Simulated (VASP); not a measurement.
# TiO2 (I4_1/amd) in VASP: single point with LDA

Aim: the single point of TiO2 with LDA.

Program: VASP 6.6.1. These are calculated values, not measurements. Logs are shortened: lines on timing, memory, paths and dates and some standing lists are left out, and cuts for length are marked.

## Step 1: The cell of the first run

Symmetry: I4_1/amd, No. 141, tetragonal system. Conventional cell: a = 3.784 Å, b = 3.784 Å, c = 9.515 Å, α = 90.00°, β = 90.00°, γ = 90.00°. Ti (site symmetry -4m2) has 6 O at 1.93 to 1.98 Å within 2.6 Å. Within 2.6 Å of O (site symmetry 2mm) lie 3 Ti at 1.93 to 1.98 Å and 2 O at 2.47 Å.

## Step 2: Single point, LDA

Input file INCAR:

```
ALGO = Normal ; EDIFF = 1E-6
ENCUT = 600 ; GGA = CA
GGA_COMPAT = F ; ISIF = 2
ISMEAR = 0 ; LASPH = T
LCHARG = F ; LREAL = F
LWAVE = F ; NBANDS = 33
NELM = 120 ; PREC = Accurate
SIGMA = 0.01
```

Input file KPOINTS:

```
k-points
0
Gamma
  5 5 5
```

Input file POSCAR:

```
TiO2
1.0
   -1.8921000000      1.8921000000      4.7573000000
    1.8921000000     -1.8921000000      4.7573000000
    1.8921000000      1.8921000000     -4.7573000000
Ti O
2 4
Direct
    0.0000000000      0.0000000000      0.0000000000
    0.7500000000      0.2500000000      0.5000000000
    0.2081000000      0.2081000000      0.0000000000
    0.9581000000      0.4581000000      0.5000000000
    0.5419000000      0.0419000000      0.5000000000
    0.7919000000      0.7919000000      0.0000000000
```

Potentials or basis: VASP PAW LDA potentials, release 64 (Ti_sv, O).

The run is started by

```sh
$ cat potpaw_LDA.64/Ti_sv/POTCAR potpaw_LDA.64/O/POTCAR > POTCAR
$ mpirun -np 1 vasp_std > vasp.out
```

OUTCAR:

```text
EDIFF = 1E-6
   ENCUT = 600
   GGA = CA
   ISIF = 2
   ISMEAR = 0
   LASPH = T
   LREAL = F
   NELM = 120
   PREC = Accurate

 ion  position               nearest neighbor table
   1  0.000  0.000  0.000-   5 1.93   4 1.93   5 1.93   4 1.93   3 1.98   6 1.98
   2  0.750  0.250  0.500-   6 1.93   3 1.93   6 1.93   3 1.93   4 1.98   5 1.98
   3  0.208  0.208  0.000-   2 1.93   2 1.93   1 1.98
   4  0.958  0.458  0.500-   1 1.93   1 1.93   2 1.98
   5  0.542  0.042  0.500-   1 1.93   1 1.93   2 1.98
   6  0.792  0.792  0.000-   2 1.93   2 1.93   1 1.98

  LATTYP: Found a body centered tetragonal cell.
 ALAT       =     3.7842000000
 C/A-ratio  =     2.5142962846

  Lattice vectors:

 A1 = (  -1.8921000000,   1.8921000000,   4.7573000000)
 A2 = (   1.8921000000,  -1.8921000000,   4.7573000000)
 A3 = (   1.8921000000,   1.8921000000,  -4.7573000000)

Analysis of symmetry for initial positions (statically):
=====================================================================
 Subroutine PRICEL returns:
 Original cell was already a primitive cell.

 Routine SETGRP: Setting up the symmetry group for a
 body centered tetragonal supercell.

 Subroutine GETGRP returns: Found 16 space group operations
 (whereof  8 operations were pure point group operations)
 out of a pool of 16 trial point group operations.

The static configuration has the point symmetry D_2d.
 The point group associated with its full space group is D_4h.

Analysis of symmetry for dynamics (positions and initial velocities):
=====================================================================
 Subroutine PRICEL returns:
 Original cell was already a primitive cell.

 Routine SETGRP: Setting up the symmetry group for a
 body centered tetragonal supercell.

 Subroutine GETGRP returns: Found 16 space group operations
 (whereof  8 operations were pure point group operations)
 out of a pool of 16 trial point group operations.

The dynamic configuration has the point symmetry D_2d.
 The point group associated with its full space group is D_4h.

 Subroutine INISYM returns: Found 16 space group operations
 (whereof  8 operations are pure point group operations),
 and found     1 'primitive' translations

----------------------------------------------------------------------------------------

                                     Primitive cell

[... 92 lines left out ...]
   LREAL  =      F    real-space projection
   EDIFFG = 0.1E-04   stopping-criterion for IOM
   NSW    =      0    number of steps for IOM
   IBRION =     -1    ionic relax: 0-MD 1-quasi-New 2-CG
   NFREE  =      0    steps in history (QN), initial steepest desc. (CG)
   ISIF   =      2    stress and relaxation
   ISYM   =      2    0-nonsym 1-usesym 2-fastsym
   POTIM  = 0.5000    time-step for ionic-motion
   TEBEG  =    0.0;   TEEND  =   0.0 temperature during run
   PSTRESS=    0.0 pullay stress
   NELECT =      48.0000    total number of electrons
   NUPDOWN=      -1.0000    fix difference up-down
   EMIN   =  10.00;   EMAX   =-10.00  energy-range for DOS
   EFERMI =   0.00;   METHOD = LEGACY
   ISMEAR =     0;   SIGMA  =   0.01  broadening in eV -4-tet -1-fermi 0-gaus
   EFERMI_NEDOS =   21; number of points for ismear=-14 and -15
   IALGO  =     38    algorithm
   IMIX   =      4    mixing-type and parameters
     AMIX     =   0.40;   BMIX     =  1.00
     AMIX_MAG =   1.60;   BMIX_MAG =  1.00
  volume/ion in A,a.u.               =      11.35        76.62
  Fermi-wavevector in a.u.,A,eV,Ry     =   1.456752  2.752862 28.873289  2.122127
  Thomas-Fermi vector in A             =   2.573634
   LORBIT       =      0    0 simple, 1 ext, 2 COOP (PROOUT), +10 PAW based schemes
   GGA     = CA    functional components
   LHFCALC =     F    Hartree Fock is set to
   AEXX    =    0.0000 exact exchange contribution
   IVDW    =     0    specifies the selected vdW correction
   LEPSILON=     F    determine dielectric tensor
   LRPA    =     F    only Hartree local field effects (RPA)
 non-spin polarized calculation
 Gauss-broadening in eV      SIGMA  =   0.01
  energy-cutoff  :      600.00
  volume of cell :       68.13
 maximum number of plane-waves:      2299
 NGX is ok and might be reduce to    48
   NGX = 21   NGY = 21   NGZ = 21

 number of electron      47.9999997 magnetization

 Free energy of the ion-electron system (eV)
  ---------------------------------------------------
  ext. energy  EPLUGINS =         0.00000000
  ---------------------------------------------------
  free energy    TOTEN  =       -58.81726421 eV

  energy without entropy =      -58.81726421  energy(sigma->0) =      -58.81726421

 E-fermi :   3.1760     XC(G=0): -11.3434

 val. band max:        3.0823886293   @ k =  -0.4000   0.4000   0.0000
 cond. band min:       5.0859088772   @ k =   0.0000   0.0000   0.0000
 fundamental gap:      2.0035202479
 Fermi energy:         3.1760099185

 k-point     1 :       0.0000    0.0000    0.0000
  band No.  band energies     occupation
      1     -52.5735      2.00000
      2     -52.5082      2.00000
      3     -29.4558      2.00000
      4     -29.2027      2.00000
      5     -29.2027      2.00000
      6     -29.1271      2.00000
[... 637 lines left out ...]
     32       8.1775      0.00000
     33       8.7206      0.00000

------------------------ aborting loop because EDIFF is reached ----------------------------------------

  FORCE on cell =-STRESS in cart. coord.  units (eV):
  Direction    XX          YY          ZZ          XY          YZ          ZX
  --------------------------------------------------------------------------------------
  -------------------------------------------------------------------------------------
  Total       -2.5971890     -2.5971890     -2.2063665      0.0000000      0.0000000      0.0000000
  in kB      -61.0809011    -61.0809011    -51.8895052      0.0000000      0.0000000      0.0000000
  external PRESSURE =     -58.0171025 kB  Pullay stress =       0.0000000 kB

 VOLUME and BASIS-vectors are now :
 -----------------------------------------------------------------------------
  energy-cutoff  :      600.00
  volume of cell :       68.13
      direct lattice vectors                 reciprocal lattice vectors
    -1.892100000  1.892100000  4.757300000     0.000000000  0.264256646  0.105101633
     1.892100000 -1.892100000  4.757300000     0.264256646  0.000000000  0.105101633
     1.892100000  1.892100000 -4.757300000     0.264256646  0.264256646  0.000000000

 POSITION                                       TOTAL-FORCE (eV/Angst)
 -----------------------------------------------------------------------------------
      0.00000      0.00000      0.00000        -0.000000     -0.000000     -0.000000
      0.00000      1.89210      2.37865        -0.000000     -0.000000     -0.000000
      0.00000      0.00000      1.97999         0.000000     -0.000000     -0.093991
      0.00000      1.89210      4.35864        -0.000000      0.000000     -0.093991
      0.00000      1.89210      0.39866        -0.000000      0.000000      0.093991
      0.00000      0.00000      7.53461         0.000000     -0.000000      0.093991
 -----------------------------------------------------------------------------------
    total drift:                                0.000000     -0.000000     -0.000000

  FREE ENERGIE OF THE ION-ELECTRON SYSTEM (eV)
  ---------------------------------------------------
  free  energy   TOTEN  =       -58.8172642139 eV

  energy  without entropy=      -58.8172642139  energy(sigma->0) =      -58.81726421
```

OSZICAR:

```text
N       E                     dE             d eps       ncg     rms          rms(c)
DAV:   1     0.681990735563E+03    0.68199E+03   -0.26415E+04  1188   0.185E+03
DAV:   2     0.271374208212E+02   -0.65485E+03   -0.60595E+03  1299   0.531E+02
DAV:   3    -0.709046718251E+02   -0.98042E+02   -0.96384E+02  1657   0.193E+02
DAV:   4    -0.753996426046E+02   -0.44950E+01   -0.44871E+01  1749   0.402E+01
DAV:   5    -0.755883600010E+02   -0.18872E+00   -0.18868E+00  1551   0.638E+00    0.316E+01
DAV:   6    -0.592787514879E+02    0.16310E+02   -0.76921E+01  1670   0.878E+01    0.113E+01
DAV:   7    -0.591380522531E+02    0.14070E+00   -0.15085E+01  1603   0.331E+01    0.941E+00
DAV:   8    -0.589075162395E+02    0.23054E+00   -0.64258E-01  1604   0.730E+00    0.593E+00
DAV:   9    -0.588597105632E+02    0.47806E-01   -0.62112E-01  1717   0.860E+00    0.203E+00
DAV:  10    -0.588309846130E+02    0.28726E-01   -0.30594E-01  1641   0.577E+00    0.101E+00
DAV:  11    -0.588174726481E+02    0.13512E-01   -0.52936E-02  1480   0.151E+00    0.325E-01
DAV:  12    -0.588174890344E+02   -0.16386E-04   -0.50788E-03  1435   0.804E-01    0.132E-01
DAV:  13    -0.588173059571E+02    0.18308E-03   -0.47785E-04  1662   0.255E-01    0.497E-02
DAV:  14    -0.588172626396E+02    0.43318E-04   -0.20785E-04  1544   0.143E-01    0.153E-02
DAV:  15    -0.588172642448E+02   -0.16052E-05   -0.27128E-05  1592   0.415E-02    0.389E-03
DAV:  16    -0.588172642139E+02    0.30826E-07   -0.10758E-06  1064   0.852E-03
   1 F= -.58817264E+02 E0= -.58817264E+02  d E =-.155203E-41
```

Run time: 52 s. Hardware: 1 thread of Intel Xeon 6975P-C (Granite Rapids), shared host; peak memory 0.25 GiB.

Results:

```
Free energy            : -58.8173 eV
Pressure               : -5.8 GPa
Largest force          : 0.094 eV/Å
Band gap on the k mesh : 2.00 eV (least direct gap 2.35 eV)
```

Forces on the atoms (eV/Å):
```
Ti   0.000  0.000  0.000
Ti   0.000  0.000  0.000
O    0.000  0.000 -0.094
O    0.000  0.000 -0.094
O    0.000  0.000  0.094
O    0.000  0.000  0.094
```

Caveat: the cell stands under tension; an odd mesh through Γ misses points on the zone boundary, where band edges can lie. A hybrid or GW would open this gap; LDA tends to underestimate it.
